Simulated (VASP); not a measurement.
# Hf (I4/mmm) in VASP: single point with PBEsol

Aim: the single point of Hf with PBEsol.

Program: VASP 6.6.1. These are calculated values, not measurements. Logs are shortened: lines on timing, memory, paths and dates and some standing lists are left out, and cuts for length are marked.

**1. The cell of the first run**

It takes space group I4/mmm (No. 139, tetragonal). Conventional cell: a = 3.140 Å, b = 3.140 Å, c = 3.996 Å, α = 90.00°, β = 90.00°, γ = 90.00°. Hf (site symmetry 4/mmm) has 14 Hf at 2.99 to 4.00 Å within 4.0 Å.

**2. Single point, PBEsol (strain -0.1000 x Voigt [1, 0, 0, 0, 0, 0])**

INCAR reads:

```
PREC = Accurate ; ENCUT = 520
EDIFF = 1E-7 ; ISMEAR = 0
SIGMA = 0.15 ; LREAL = F
LASPH = T ; NELM = 80
ALGO = Fast ; ISIF = 2
LWAVE = F ; LCHARG = T
GGA = PS ; LELF = T
LVHAR = T ; NBANDS = 11
```

KPOINTS reads:

```
Automatic mesh
0
Gamma
  18 18 18
```

POSCAR reads:

```
Hf
1.0
    0.0000000000      2.2200000000      2.2200000000
    1.9980000000      0.0000000000      2.2200000000
    1.9980000000      2.2200000000      0.0000000000
Hf
1
Direct
    0.0000000000      0.0000000000      0.0000000000
```

Potentials or basis: VASP PAW PBE potentials, release 64 (Hf_pv).

Run with:

```
cat potpaw_PBE.64/Hf_pv/POTCAR > POTCAR
mpirun -np 1 vasp_std > vasp.out
```

OUTCAR:

```text
PREC = Accurate
   ENCUT = 520
   EDIFF = 1E-7
   ISMEAR = 0
   LREAL = F
   LASPH = T
   NELM = 80
   ISIF = 2
   GGA = PS

 ion  position               nearest neighbor table
   1  0.000  0.000  0.000-

  LATTYP: Found a body centered tetragonal cell.
 ALAT       =     3.1395541085
 C/A-ratio  =     1.2727922061

  Lattice vectors:

 A1 = (  -1.9980000000,   0.0000000000,  -2.2200000000)
 A2 = (  -1.9980000000,   0.0000000000,   2.2200000000)
 A3 = (   1.9980000000,   2.2200000000,   0.0000000000)

Analysis of symmetry for initial positions (statically):
=====================================================================
 Subroutine PRICEL returns:
 Original cell was already a primitive cell.

 Routine SETGRP: Setting up the symmetry group for a
 body centered tetragonal supercell.

 Subroutine GETGRP returns: Found 16 space group operations
 (whereof 16 operations were pure point group operations)
 out of a pool of 16 trial point group operations.

The static configuration has the point symmetry D_4h.

Analysis of symmetry for dynamics (positions and initial velocities):
=====================================================================
 Subroutine PRICEL returns:
 Original cell was already a primitive cell.

 Routine SETGRP: Setting up the symmetry group for a
 body centered tetragonal supercell.

 Subroutine GETGRP returns: Found 16 space group operations
 (whereof 16 operations were pure point group operations)
 out of a pool of 16 trial point group operations.

The dynamic configuration has the point symmetry D_4h.

 Subroutine INISYM returns: Found 16 space group operations
 (whereof 16 operations are pure point group operations),
 and found     1 'primitive' translations

----------------------------------------------------------------------------------------

                                     Primitive cell

  volume of cell :      19.6939

  direct lattice vectors                    reciprocal lattice vectors
     0.000000000  2.220000000  2.220000000    -0.250250250  0.225225225  0.225225225
     1.998000000  0.000000000  2.220000000     0.250250250 -0.225225225  0.225225225
     1.998000000  2.220000000  0.000000000     0.250250250  0.225225225 -0.225225225

  length of vectors
     3.139554108  2.986704538  2.986704538     0.405065417  0.405065417  0.405065417

  position of ions in fractional coordinates (direct lattice)
     0.000000000  0.000000000  0.000000000

  ion indices of the primitive-cell ions
   primitive index   ion index
                 1           1

----------------------------------------------------------------------------------------

 KPOINTS: Automatic mesh

Automatic generation of k-mesh.
 Grid dimensions read from file:
 generate k-points for:   18   18   18

 Generating k-lattice:

  Cartesian coordinates                     Fractional coordinates (reciprocal lattice)
    -0.013902792  0.012512513  0.012512513     0.055555556  0.000000000  0.000000000
     0.013902792 -0.012512513  0.012512513     0.000000000  0.055555556  0.000000000
     0.013902792  0.012512513 -0.012512513     0.000000000  0.000000000  0.055555556

  Length of vectors
     0.022503634  0.022503634  0.022503634

  Shift w.r.t. Gamma in fractional coordinates (k-lattice)
     0.000000000  0.000000000  0.000000000

 Subroutine IBZKPT returns following result:
 ===========================================

 Found    480 irreducible k-points:

 Following reciprocal coordinates:
            Coordinates               Weight
  0.000000  0.000000  0.000000      1.000000
  0.055556  0.000000  0.000000      8.000000
  0.111111  0.000000  0.000000      8.000000
  0.166667 -0.000000 -0.000000      8.000000
  0.222222 -0.000000 -0.000000      8.000000
  0.277778 -0.000000 -0.000000      8.000000
[... 16 lines left out ...]
 -0.277778  0.055556 -0.000000     16.000000
 -0.222222  0.055556  0.000000     16.000000
 [... further k-points ...]
   k-points           NKPTS =    480   k-points in BZ     NKDIM =    480   number of bands    NBANDS=     11
   number of dos      NEDOS =    301   number of ions     NIONS =      1
   total plane-waves  NPLWV =  13824
   dimension x,y,z NGX =    24 NGY =   24 NGZ =   24
   dimension x,y,z NGXF=    48 NGYF=   48 NGZF=   48
   ions per type =               1
   NGX,Y,Z   is equivalent  to a cutoff of  12.71, 13.36, 13.36 a.u.
   NGXF,Y,Z  is equivalent  to a cutoff of  25.42, 26.72, 26.72 a.u.
 SYSTEM =  unknown system
   PREC   = accura    normal or accurate (medium, high low for compatibility)
   ISTART =      0    job   : 0-new  1-cont  2-samecut
   ICHARG =      2    charge: 1-file 2-atom 10-const
   ISPIN  =      1    spin polarized calculation?
   LNONCOLLINEAR =      F non collinear calculations
   LSORBIT =      F    spin-orbit coupling
   LASPH  =      T    aspherical Exc in radial PAW
   ENCUT  =  520.0 eV  38.22 Ry    6.18 a.u.   5.84  5.55  5.55*2*pi/ulx,y,z
   NELM   =     80;   NELMIN=  2; NELMDL= -5     # of ELM steps
   EDIFF  = 0.1E-06   stopping-criterion for ELM
   LREAL  =      F    real-space projection
   EDIFFG = 0.1E-05   stopping-criterion for IOM
   NSW    =      0    number of steps for IOM
   IBRION =     -1    ionic relax: 0-MD 1-quasi-New 2-CG
   NFREE  =      0    steps in history (QN), initial steepest desc. (CG)
   ISIF   =      2    stress and relaxation
   ISYM   =      2    0-nonsym 1-usesym 2-fastsym
   POTIM  = 0.5000    time-step for ionic-motion
   TEBEG  =    0.0;   TEEND  =   0.0 temperature during run
   PSTRESS=    0.0 pullay stress
   NELECT =      10.0000    total number of electrons
   NUPDOWN=      -1.0000    fix difference up-down
   EMIN   =  10.00;   EMAX   =-10.00  energy-range for DOS
   EFERMI =   0.00;   METHOD = LEGACY
   ISMEAR =     0;   SIGMA  =   0.15  broadening in eV -4-tet -1-fermi 0-gaus
   EFERMI_NEDOS =   21; number of points for ismear=-14 and -15
   IALGO  =     68    algorithm
   IMIX   =      4    mixing-type and parameters
     AMIX     =   0.40;   BMIX     =  1.00
     AMIX_MAG =   1.60;   BMIX_MAG =  1.00
  volume/ion in A,a.u.               =      19.69       132.90
  Fermi-wavevector in a.u.,A,eV,Ry     =   1.306064  2.468102 23.208850  1.705802
  Thomas-Fermi vector in A             =   2.436891
   LORBIT       =      0    0 simple, 1 ext, 2 COOP (PROOUT), +10 PAW based schemes
   GGA     = PS    functional components
   LHFCALC =     F    Hartree Fock is set to
   AEXX    =    0.0000 exact exchange contribution
   IVDW    =     0    specifies the selected vdW correction
   LEPSILON=     F    determine dielectric tensor
   LRPA    =     F    only Hartree local field effects (RPA)
 non-spin polarized calculation
 RMM-DIIS sequential band-by-band and
 Gauss-broadening in eV      SIGMA  =   0.15
  energy-cutoff  :      520.00
  volume of cell :       19.69
 maximum number of plane-waves:       547
   NGX = 11   NGY = 11   NGZ = 11

 number of electron      10.0000000 magnetization

 number of electron       9.9999999 magnetization

 Free energy of the ion-electron system (eV)
  ---------------------------------------------------
  ext. energy  EPLUGINS =         0.00000000
  ---------------------------------------------------
  free energy    TOTEN  =       -10.36171148 eV

  energy without entropy =      -10.34519042  energy(sigma->0) =      -10.35345095

 E-fermi :   5.4686     XC(G=0): -11.9893

 val. band max:        5.4680422991   @ k =  -0.2778   0.2222   0.0556
 cond. band min:       5.4697901006   @ k =   0.2222   0.4444   0.0556
 fundamental gap:      0.0017478015
 Fermi energy:         5.4685604403

 k-point     1 :       0.0000    0.0000    0.0000
  band No.  band energies     occupation
      1     -24.0009      2.00000
      2     -24.0009      2.00000
      3     -23.9934      2.00000
      4      -2.1372      2.00000
      5       6.5981      0.00000
      6       6.5981      0.00000
      7       7.8484      0.00000
      8       9.1489      0.00000
      9      10.9338      0.00000
     10      17.4707      0.00000
     11      21.0966      0.00000

 k-point     2 :       0.0556    0.0000    0.0000
  band No.  band energies     occupation
      1     -24.0397      2.00000
      2     -24.0086      2.00000
      3     -23.9984      2.00000
      4      -2.0094      2.00000
      5       6.5530      0.00000
      6       6.6535      0.00000
      7       7.8166      0.00000
      8       9.1079      0.00000
      9      10.8378      0.00000
     10      17.7574      0.00000
     11      20.9464      0.00000

 k-point     3 :       0.1111    0.0000    0.0000
  band No.  band energies     occupation
      1     -24.1577      2.00000
      2     -24.0307      2.00000
      3     -24.0053      2.00000
      4      -1.6393      2.00000
      5       6.3708      0.00000
      6       6.7794      0.00000
      7       7.8117      0.00000
      8       9.0481      0.00000
      9      10.6044      0.00000
     10      18.4911      0.00000
     11      20.4931      0.00000

 k-point     4 :       0.1667   -0.0000   -0.0000
  band No.  band energies     occupation
      1     -24.3345      2.00000
      2     -24.0644      2.00000
      3     -24.0154      2.00000
      4      -1.0685      2.00000
      5       6.0459      0.00000
      6       6.8531      0.00000
      7       7.9165      0.00000
      8       9.1442      0.00000
      9      10.3669      0.00000
     10      18.8861      0.00000
     11      20.2638      0.00000

 k-point     5 :       0.2222   -0.0000   -0.0000
  band No.  band energies     occupation
      1     -24.5451      2.00000
      2     -24.1053      2.00000
      3     -24.0278      2.00000
      4      -0.3710      2.00000
      5       5.7106      0.02249
      6       6.7609      0.00000
      7       8.0299      0.00000
      8       9.5590      0.00000
      9      10.2963      0.00000
     10      18.1821      0.00000
     11      18.9818      0.00000
[... 211 lines left out ...]
 k-point    21 :      -0.3889    0.0556    0.0000
  band No.  band energies     occupation
      1     -25.1543      2.00000
      2     -24.2540      2.00000
      3     -24.0724      2.00000
      4       1.4664      2.00000
      5       5.9245      0.00002
      6       6.0900      0.00000
      7       7.6681      0.00000
      8      11.5037      0.00000
      9      12.8289      0.00000
     10      16.4695      0.00000
     11      18.5534      0.00000

 k-point    22 :      -0.3333    0.0556    0.0000
  band No.  band energies     occupation
      1     -25.0221      2.00000
      2     -24.2271      2.00000
      3     -24.0596      2.00000
      4       1.1940      2.00000
      5       5.6150      0.16737
      6       6.1581      0.00000
      7       7.8617      0.00000
      8      10.8402      0.00000
      9      12.0257      0.00000
     10      16.7326      0.00000
     11      19.8653      0.00000

 k-point    23 :      -0.2778    0.0556   -0.0000
  band No.  band energies     occupation
      1     -24.8438      2.00000
      2     -24.1896      2.00000
      3     -24.0451      2.00000
      4       0.6876      2.00000
      5       5.4177      1.36818
      6       6.4109      0.00000
      7       8.0487      0.00000
      8      10.1966      0.00000
      9      11.1691      0.00000
     10      17.2390      0.00000
     11      18.9759      0.00000

 k-point    24 :      -0.2222    0.0556    0.0000
  band No.  band energies     occupation
      1     -24.6384      2.00000
      2     -24.1457      2.00000
      3     -24.0304      2.00000
      4       0.0040      2.00000
      5       5.5221      0.61371
      6       6.6750      0.00000
      7       8.0998      0.00000
      8       9.7031      0.00000
      9      10.5109      0.00000
     10      17.9526      0.00000
     11      18.9812      0.00000

 [... further k-points ...]

------------------------ aborting loop because EDIFF is reached ----------------------------------------

  FORCE on cell =-STRESS in cart. coord.  units (eV):
  Direction    XX          YY          ZZ          XY          YZ          ZX
  --------------------------------------------------------------------------------------
  -------------------------------------------------------------------------------------
  Total        1.6961276      1.1440808      1.1440808     -0.0000000      0.0000000     -0.0000000
  in kB      137.9868385     93.0756006     93.0756006     -0.0000000      0.0000000     -0.0000000
  external PRESSURE =     108.0460132 kB  Pullay stress =       0.0000000 kB

 VOLUME and BASIS-vectors are now :
 -----------------------------------------------------------------------------
  energy-cutoff  :      520.00
  volume of cell :       19.69
      direct lattice vectors                 reciprocal lattice vectors
     0.000000000  2.220000000  2.220000000    -0.250250250  0.225225225  0.225225225
     1.998000000  0.000000000  2.220000000     0.250250250 -0.225225225  0.225225225
     1.998000000  2.220000000  0.000000000     0.250250250  0.225225225 -0.225225225

 POSITION                                       TOTAL-FORCE (eV/Angst)
 -----------------------------------------------------------------------------------
      0.00000      0.00000      0.00000        -0.000000      0.000000     -0.000000
 -----------------------------------------------------------------------------------
    total drift:                               -0.000000      0.000000      0.000000

  FREE ENERGIE OF THE ION-ELECTRON SYSTEM (eV)
  ---------------------------------------------------
  free  energy   TOTEN  =       -10.3617114822 eV

  energy  without entropy=      -10.3451904232  energy(sigma->0) =      -10.35345095
```

Wall time 4.2 min (1 thread of AMD EPYC 7R43 (Zen 3), shared host); peak memory 0.19 GiB.

What came out:

| Item | Value |
| --- | --- |
| Free energy | -10.3617 eV |
| Pressure | 10.8 GPa |
| Band gap on the k mesh | zero (bands 5 and 6 overlap by 2.14 eV) |

Stress tensor (GPa, compression positive):
```
13.80  0.00  0.00
 0.00  9.31  0.00
 0.00  0.00  9.31
```

Caveat: the cell differs from its parent crystal (strain -0.1000 x Voigt [1, 0, 0, 0, 0, 0]); the cell stands under pressure; the PAW data sets were made with another functional, which shifts forces and pressure a little; spin-orbit coupling is left out, which moves the levels of the heavy elements.
